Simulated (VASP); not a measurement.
Input of a VASP 6.6.1 run:

File INCAR:

```
SYSTEM = Ge3Se4
ALGO = Normal ; EDIFF = 1E-7
EDIFFG = -0.01 ; ENCUT = 600
GGA = PE ; IBRION = 2
ISIF = 3 ; ISMEAR = 0
LASPH = .TRUE. ; LCHARG = .FALSE.
LREAL = .FALSE. ; LWAVE = .FALSE.
NELM = 100 ; NSW = 100
PREC = Accurate ; SIGMA = 0.1
```

KPOINTS

```
k-points
0
G
  8 8 8
  0 0 0
```

POSCAR

```
Ge3Se4
1.0
    5.6116568800      0.0000000000      0.0000000000
    0.0000000000      5.6116568800      0.0000000000
    0.0000000000      0.0000000000      5.6116568800
Ge Se
3 4
Direct
    0.0000000000      0.5000000000      0.5000000000
    0.5000000000      0.0000000000      0.5000000000
    0.5000000000      0.5000000000      0.0000000000
    0.5000000000      0.0000000000      0.0000000000
    0.0000000000      0.5000000000      0.0000000000
    0.0000000000      0.0000000000      0.5000000000
    0.0000000000      0.0000000000      0.0000000000
```

Potentials or basis: VASP PAW PBE potentials, release 64 (Ge_d, Se).

Launch:

```console
$ cat potpaw_PBE.64/Ge_d/POTCAR potpaw_PBE.64/Se/POTCAR > POTCAR
$ mpirun -np 1 vasp_std > vasp.out
```

Predict the relaxed cell.

a = 5.608 Å, b = 5.608 Å, c = 5.608 Å, α = 90.00°, β = 90.00°, γ = 90.00°.

Estimate the space group after relaxing (to 0.05 Å).

Pm-3m (No. 221).

Predict the band gap on the k mesh.

zero (band 33 reaches 5.20 eV, above the bottom of band 34 at 3.39 eV).

Predict the relaxed volume.

25.19 Å³/atom.

Final structure:
```xyz
7
Lattice="5.6078 0.0000 0.0000 0.0000 5.6078 0.0000 0.0000 0.0000 5.6078" Properties=species:S:1:pos:R:3 pbc="T T T"
Ge    0.0000    2.8039    2.8039
Ge    2.8039    0.0000    2.8039
Ge    2.8039    2.8039    0.0000
Se    2.8039    0.0000    0.0000
Se    0.0000    2.8039    0.0000
Se    0.0000    0.0000    2.8039
Se    0.0000    0.0000    0.0000
```
